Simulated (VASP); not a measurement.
# Pb (R-3m) in VASP: further runs

Runs on Pb. Level: PBE. Tasks: single point.

Everything below comes from runs of VASP 6.6.1. Logs are shortened: lines on timing, memory, paths and dates and some standing lists are left out, and cuts for length are marked.

## 1. The cell of the first run

The structure is trigonal, space group R-3m (No. 166). The conventional cell has a = 4.936 Å, b = 4.936 Å, c = 11.556 Å, α = 90.00°, β = 90.00°, γ = 120.00°. Within 3.8 Å of Pb (site symmetry 3m) lie 4 Pb at 2.89 to 3.01 Å.

## 2. Single point, PBE (equal xy, yz and zx shear strains of -3 %)

Contents of INCAR:

```
SYSTEM = Pb
PREC = Accurate
ENCUT = 520
EDIFF = 1E-7
ISMEAR = -1
SIGMA = 0.05
LREAL = .FALSE.
LASPH = .TRUE.
NELM = 60
ALGO = Normal
ISIF = 2
LWAVE = .FALSE.
LCHARG = .FALSE.
GGA = PE
NBANDS = 21
```

Contents of KPOINTS:

```
Automatic mesh
0
G
  8 8 8
  0 0 0
```

Contents of POSCAR:

```
Pb
1.0
   -0.1031700017      3.3874150547      3.3874150547
    3.3874150547     -0.1031700017      3.3874150547
    3.3874150547      3.3874150547     -0.1031700017
Pb
2
Direct
    0.0000000000      0.0000000000      0.0000000000
    0.2500000000      0.2500000000      0.2500000000
```

Potentials or basis: VASP PAW PBE potentials, release 64 (Pb_d).

Started as:

```sh
$ cat potpaw_PBE.64/Pb_d/POTCAR > POTCAR
$ mpirun -np 1 vasp_std > vasp.out
```

OUTCAR:

```text
SYSTEM = Pb
   PREC = Accurate
   ENCUT = 520
   EDIFF = 1E-7
   ISMEAR = -1
   LREAL = .FALSE.
   LASPH = .TRUE.
   NELM = 60
   ISIF = 2
   GGA = PE

 ion  position               nearest neighbor table
   1  0.000  0.000  0.000-   2 2.89   2 3.01   2 3.01   2 3.01
   2  0.250  0.250  0.250-   1 2.89   1 3.01   1 3.01   1 3.01

  LATTYP: Found a trigonal (rhomboedric) cell.
 ALAT       =     4.7916391303
 COS(alpha) =     0.4693254694

  Lattice vectors:

 A1 = (  -0.1031700017,   3.3874150547,   3.3874150547)
 A2 = (   3.3874150547,  -0.1031700017,   3.3874150547)
 A3 = (   3.3874150547,   3.3874150547,  -0.1031700017)

Analysis of symmetry for initial positions (statically):
=====================================================================
 Subroutine PRICEL returns:
 Original cell was already a primitive cell.

 Routine SETGRP: Setting up the symmetry group for a
 trigonal (rhombohedral) supercell.

 Subroutine GETGRP returns: Found 12 space group operations
 (whereof  6 operations were pure point group operations)
 out of a pool of 12 trial point group operations.

The static configuration has the point symmetry C_3v.
 The point group associated with its full space group is D_3d.

Analysis of symmetry for dynamics (positions and initial velocities):
=====================================================================
 Subroutine PRICEL returns:
 Original cell was already a primitive cell.

 Routine SETGRP: Setting up the symmetry group for a
 trigonal (rhombohedral) supercell.

 Subroutine GETGRP returns: Found 12 space group operations
 (whereof  6 operations were pure point group operations)
 out of a pool of 12 trial point group operations.

The dynamic configuration has the point symmetry C_3v.
 The point group associated with its full space group is D_3d.

 Subroutine INISYM returns: Found 12 space group operations
 (whereof  6 operations are pure point group operations),
 and found     1 'primitive' translations

----------------------------------------------------------------------------------------

                                     Primitive cell

  volume of cell :      81.2887

  direct lattice vectors                    reciprocal lattice vectors
[... 79 lines left out ...]
   ISTART =      0    job   : 0-new  1-cont  2-samecut
   ICHARG =      2    charge: 1-file 2-atom 10-const
   ISPIN  =      1    spin polarized calculation?
   LNONCOLLINEAR =      F non collinear calculations
   LSORBIT =      F    spin-orbit coupling
   LASPH  =      T    aspherical Exc in radial PAW
   ENCUT  =  520.0 eV  38.22 Ry    6.18 a.u.   8.91  8.91  8.91*2*pi/ulx,y,z
   NELM   =     60;   NELMIN=  2; NELMDL= -5     # of ELM steps
   EDIFF  = 0.1E-06   stopping-criterion for ELM
   LREAL  =      F    real-space projection
   EDIFFG = 0.1E-05   stopping-criterion for IOM
   NSW    =      0    number of steps for IOM
   IBRION =     -1    ionic relax: 0-MD 1-quasi-New 2-CG
   NFREE  =      0    steps in history (QN), initial steepest desc. (CG)
   ISIF   =      2    stress and relaxation
   ISYM   =      2    0-nonsym 1-usesym 2-fastsym
   POTIM  = 0.5000    time-step for ionic-motion
   TEBEG  =    0.0;   TEEND  =   0.0 temperature during run
   PSTRESS=    0.0 pullay stress
   NELECT =      28.0000    total number of electrons
   NUPDOWN=      -1.0000    fix difference up-down
   EMIN   =  10.00;   EMAX   =-10.00  energy-range for DOS
   EFERMI =   0.00;   METHOD = LEGACY
   ISMEAR =    -1;   SIGMA  =   0.05  broadening in eV -4-tet -1-fermi 0-gaus
   EFERMI_NEDOS =   21; number of points for ismear=-14 and -15
   IALGO  =     38    algorithm
   IMIX   =      4    mixing-type and parameters
     AMIX     =   0.40;   BMIX     =  1.00
     AMIX_MAG =   1.60;   BMIX_MAG =  1.00
  volume/ion in A,a.u.               =      40.64       274.28
  Fermi-wavevector in a.u.,A,eV,Ry     =   1.147583  2.168617 17.918144  1.316946
  Thomas-Fermi vector in A             =   2.284262
   LORBIT       =      0    0 simple, 1 ext, 2 COOP (PROOUT), +10 PAW based schemes
   GGA     = PE    functional components
   LHFCALC =     F    Hartree Fock is set to
   AEXX    =    0.0000 exact exchange contribution
   IVDW    =     0    specifies the selected vdW correction
   LEPSILON=     F    determine dielectric tensor
   LRPA    =     F    only Hartree local field effects (RPA)
 non-spin polarized calculation
  energy-cutoff  :      520.00
  volume of cell :       81.29
 maximum number of plane-waves:      2213
   NGX = 17   NGY = 17   NGZ = 17

 number of electron      27.9999994 magnetization

 Free energy of the ion-electron system (eV)
  ---------------------------------------------------
  ext. energy  EPLUGINS =         0.00000000
  ---------------------------------------------------
  free energy    TOTEN  =        -6.53826963 eV

  energy without entropy =       -6.53400183  energy(sigma->0) =       -6.53613573

 E-fermi :   4.3846     XC(G=0):  -8.4285

 val. band max:        4.1427306897   @ k =   0.1250   0.1250   0.0000
 cond. band min:       4.3868988073   @ k =   0.1250   0.0000   0.0000
 fundamental gap:      0.2441681176
 Fermi energy:         4.3845808187

 k-point     1 :       0.0000    0.0000    0.0000
  band No.  band energies     occupation
      1     -12.9372      2.00000
      2     -12.8198      2.00000
      3     -12.8198      2.00000
      4     -12.7832      2.00000
      5     -12.7832      2.00000
      6     -12.3763      2.00000
[... 565 lines left out ...]
     20      11.0918      0.00000
     21      12.2790      0.00000

 [... further k-points ...]

------------------------ aborting loop because EDIFF is reached ----------------------------------------

  FORCE on cell =-STRESS in cart. coord.  units (eV):
  Direction    XX          YY          ZZ          XY          YZ          ZX
  --------------------------------------------------------------------------------------
  -------------------------------------------------------------------------------------
  Total        1.2511137      1.2511137      1.2511137      0.6018296      0.6018296      0.6018296
  in kB       24.6590875     24.6590875     24.6590875     11.8618857     11.8618857     11.8618857
  external PRESSURE =      24.6590875 kB  Pullay stress =       0.0000000 kB

 VOLUME and BASIS-vectors are now :
 -----------------------------------------------------------------------------
  energy-cutoff  :      520.00
  volume of cell :       81.29
      direct lattice vectors                 reciprocal lattice vectors
    -0.103170002  3.387415055  3.387415055    -0.141027373  0.145457552  0.145457552
     3.387415055 -0.103170002  3.387415055     0.145457552 -0.141027373  0.145457552
     3.387415055  3.387415055 -0.103170002     0.145457552  0.145457552 -0.141027373

 POSITION                                       TOTAL-FORCE (eV/Angst)
 -----------------------------------------------------------------------------------
      0.00000      0.00000      0.00000        -0.260233     -0.260233     -0.260233
      1.66792      1.66792      1.66792         0.260233      0.260233      0.260233
 -----------------------------------------------------------------------------------
    total drift:                                0.000000      0.000000      0.000000

  FREE ENERGIE OF THE ION-ELECTRON SYSTEM (eV)
  ---------------------------------------------------
  free  energy   TOTEN  =        -6.5382696336 eV

  energy  without entropy=       -6.5340018267  energy(sigma->0) =       -6.53613573
```

Wall time 48 s (1 thread of Intel Xeon 6975P-C (Granite Rapids), shared host); peak memory 0.25 GiB.

What came out:

- Free energy: -6.5383 eV
- Pressure: 2.5 GPa
- Largest force: 0.451 eV/Å
- Band gap on the k mesh: zero (bands 14 and 15 overlap by 1.31 eV)

Forces in eV/Å, atoms in the order of the input:
```
Pb  -0.260 -0.260 -0.260
Pb   0.260  0.260  0.260
```

Levels at points of the mesh, in eV from the Fermi level:
| k point | band 10 | band 11 | band 12 | band 13 | band 14 | band 15 | band 16 | band 17 | band 18 | band 19 |
| --- | --- | --- | --- | --- | --- | --- | --- | --- | --- | --- |
| (0.00, 0.00, 0.00) | -16.67 | -11.19 | -3.97 | 0.36 | 0.36 | 0.37 | 2.21 | 2.21 | 2.74 | 4.12 |
| (0.50, 0.00, 0.00) | -16.61 | -9.92 | -7.07 | -0.95 | -0.75 | -0.70 | 3.35 | 3.72 | 5.47 | 7.07 |
| (0.50, 0.50, 0.00) | -16.60 | -8.67 | -8.38 | -2.11 | -1.90 | 0.73 | 0.94 | 6.98 | 7.14 | 8.09 |
| (0.50, 0.50, 0.50) | -16.66 | -9.60 | -7.35 | -1.14 | -0.95 | -0.95 | 3.40 | 3.40 | 5.31 | 7.57 |

Caveat: the cell differs from its parent crystal (equal xy, yz and zx shear strains of -3 %); spin-orbit coupling is left out, which moves the levels of the heavy elements.

## 3. Single point, PBE (equal xy, yz and zx shear strains of +3 %)

Contents of INCAR:

```
PREC = Accurate ; ENCUT = 520
EDIFF = 1E-6 ; ISMEAR = -1
SIGMA = 0.05 ; LREAL = False
LASPH = True ; NELM = 100
ALGO = Normal ; ISIF = 2
LWAVE = False ; LCHARG = False
GGA = PE ; NBANDS = 21
```

Contents of KPOINTS:

```
regular mesh
0
Gamma
  8 8 8
```

Contents of POSCAR:

```
Pb
1.0
    0.1031700017      3.4905850563      3.4905850563
    3.4905850563      0.1031700017      3.4905850563
    3.4905850563      3.4905850563      0.1031700017
Pb
2
Direct
    0.0000000000      0.0000000000      0.0000000000
    0.2500000000      0.2500000000      0.2500000000
```

Potentials or basis: VASP PAW PBE potentials, release 64 (Pb_d).

Started as:

```sh
$ cat potpaw_PBE.64/Pb_d/POTCAR > POTCAR
$ mpirun -np 1 vasp_std > vasp.out
```

It took 90 s on 1 thread of Intel Xeon 6975P-C (Granite Rapids), shared host; peak memory 0.27 GiB.

It converged, with:

```yaml
Free_energy: -6.5414 eV
Pressure: 2.5 GPa
Largest_force: 0.350 eV/Å
Band_gap_on_the_k_mesh: zero (bands 14 and 15 overlap by 1.20 eV)
```

Forces on the atoms (eV/Å):
```
Pb   0.202  0.202  0.202
Pb  -0.202 -0.202 -0.202
```

Stress tensor (GPa, compression positive):
```
 2.47 -1.02 -1.02
-1.02  2.47 -1.02
-1.02 -1.02  2.47
```

Levels at points of the mesh, in eV from the Fermi level:
```tsv
k point	band 12	band 13	band 14	band 15	band 16	band 17
(0.00, 0.00, 0.00)	-3.97	0.32	0.38	0.38	2.07	2.54
(0.50, 0.00, 0.00)	-7.21	-1.06	-0.85	-0.82	3.30	3.64
(0.50, 0.50, 0.00)	-8.40	-2.11	-1.91	0.72	0.93	6.98
(0.50, 0.50, 0.50)	-6.95	-0.84	-0.63	-0.63	3.58	3.58
```

Caveat: the cell differs from its parent crystal (equal xy, yz and zx shear strains of +3 %); spin-orbit coupling is left out, which moves the levels of the heavy elements.
